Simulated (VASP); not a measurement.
Here is a VASP 6.6.1 calculation.

INCAR

```
SYSTEM = RbBr
PREC = Accurate
ENCUT = 500
EDIFF = 1E-6
ISMEAR = 0
SIGMA = 0.01
LREAL = .False.
LASPH = .True.
NELM = 120
ALGO = Normal
ISIF = 2
LWAVE = .False.
LCHARG = .False.
GGA = PE
NBANDS = 15
GGA_COMPAT = .False.
```

File KPOINTS:

```
Automatic mesh
0
Gamma
  4 4 4
  0 0 0
```

File POSCAR:

```
RbBr
1.0
    4.1918757857      0.0000000000      0.0000000000
    0.0000000000      4.1918757857      0.0000000000
    0.0000000000      0.0000000000      4.1918757857
Rb Br
1 1
Direct
    0.0000000000      0.0000000000      0.0000000000
    0.5000000000      0.5000000000      0.5000000000
```

Potentials or basis: VASP PAW PBE potentials, release 64 (Rb_sv, Br).

Command:

```console
$ cat potpaw_PBE.64/Rb_sv/POTCAR potpaw_PBE.64/Br/POTCAR > POTCAR
$ mpirun -np 1 vasp_std > vasp.out
```

**Question.** Estimate the band gap on the k mesh.

**Answer.** 3.92 eV (least direct gap 4.08 eV).

**Question.** Estimate the pressure.

**Answer.** 0.1 GPa.

A k mesh can miss the band edges.
